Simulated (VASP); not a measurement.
A run of VASP 6.6.1 is set up as follows.

File POSCAR:

```
Rb
1.0
    0.0000000000      5.2088797253      5.2088797253
    5.2088797253      0.0000000000      5.2088797253
    5.2088797253      5.2088797253      0.0000000000
Rb
2
Direct
    0.5000000000      0.5000000000      0.5000000000
    0.7500000000      0.7500000000      0.7500000000
```

The input INCAR.step1:

```
SYSTEM = Rb
PREC = Accurate ; ENCUT = 520
ISMEAR = 0 ; SIGMA = 0.1
LREAL = .FALSE. ; LASPH = .TRUE.
NELM = 80 ; NBANDS = 16
GGA = PE ; ALGO = Normal
EDIFF = 1E-4 ; LWAVE = .TRUE.
LCHARG = .FALSE.
```

Contents of INCAR.step2:

```
SYSTEM = Rb
PREC = Accurate ; ENCUT = 520
EDIFF = 1E-6 ; ISMEAR = 0
SIGMA = 0.1 ; LREAL = .FALSE.
LASPH = .TRUE. ; NELM = 80
ALGO = Normal ; ISIF = 2
LWAVE = .FALSE. ; LCHARG = .FALSE.
METAGGA = R2SCAN ; LMIXTAU = .TRUE.
NBANDS = 16 ; ISTART = 1
```

File KPOINTS:

```
Automatic mesh
0
G
  10 10 10
  0 0 0
```

Potentials or basis: VASP PAW PBE potentials, release 64 (Rb_sv).

Command:

```sh
$ cat potpaw_PBE.64/Rb_sv/POTCAR > POTCAR
$ cp INCAR.step1 INCAR
$ mpirun -np 1 vasp_std > vasp.out
$ cp INCAR.step2 INCAR
$ mpirun -np 1 vasp_std > vasp.out
```

Predict the band gap on the k mesh.

zero (bands 9 and 10 overlap by 0.28 eV).

Estimate the pressure.

0.0 GPa.

Caveat: the PAW data sets were made with another functional, which shifts forces and pressure a little.
